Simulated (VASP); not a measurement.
Set up this calculation in VASP 6.6.1, as the native input.

```yaml
Task: single point
Functional: PBE
Potentials_or_basis: VASP PAW PBE potentials, release 64 (B, N)
Cutoff: 600 eV
k_mesh: 12 × 12 × 12
Occupations: gaussian, width 0.05 eV
Spin: no spin polarisation
Dipole_correction: no
Further_INCAR_settings: ALGO = Normal; EDIFF = 1e-06; NBANDS = 11
```

The structure of BN lies in POSCAR:

```
BN
1.0
    0.0000000000      1.9573363945      1.8848424539
    1.9573363945      0.0000000000      1.8848424539
    1.9573363945      1.9573363945      0.0000000000
B N
1 1
Direct
    0.0000000000      0.0000000000      0.0000000000
    0.7500000000      0.7500000000      0.7500000000
```

This cell differs from its parent crystal: strain +0.080 along x and y, +0.040 along z.

The input as run:

INCAR

```
PREC = Accurate ; ENCUT = 600
EDIFF = 1E-6 ; ISMEAR = 0
SIGMA = 0.05 ; LREAL = F
LASPH = T ; NELM = 120
ALGO = Normal ; ISIF = 2
LWAVE = F ; LCHARG = T
GGA = PE ; LELF = T
LVHAR = T ; NBANDS = 11
GGA_COMPAT = F
```

KPOINTS

```
regular mesh
0
Gamma
  12 12 12
```

Potentials or basis: VASP PAW PBE potentials, release 64 (B, N).

Run with:

```bash
$ cat potpaw_PBE.64/B/POTCAR potpaw_PBE.64/N/POTCAR > POTCAR
$ mpirun -np 1 vasp_std > vasp.out
```

It gave:

```yaml
Pressure: -50.3 GPa
Band_gap_on_the_k_mesh: 3.68 eV (least direct gap 7.06 eV)
```

Caveat: the cell differs from its parent crystal (strain +0.080 along x and y, +0.040 along z); the cell stands under tension.

Wall time 9.1 s on 1 thread of Intel(R) Xeon(R) 6975P-C (Granite Rapids), on a shared host, peak memory 0.15 GiB.
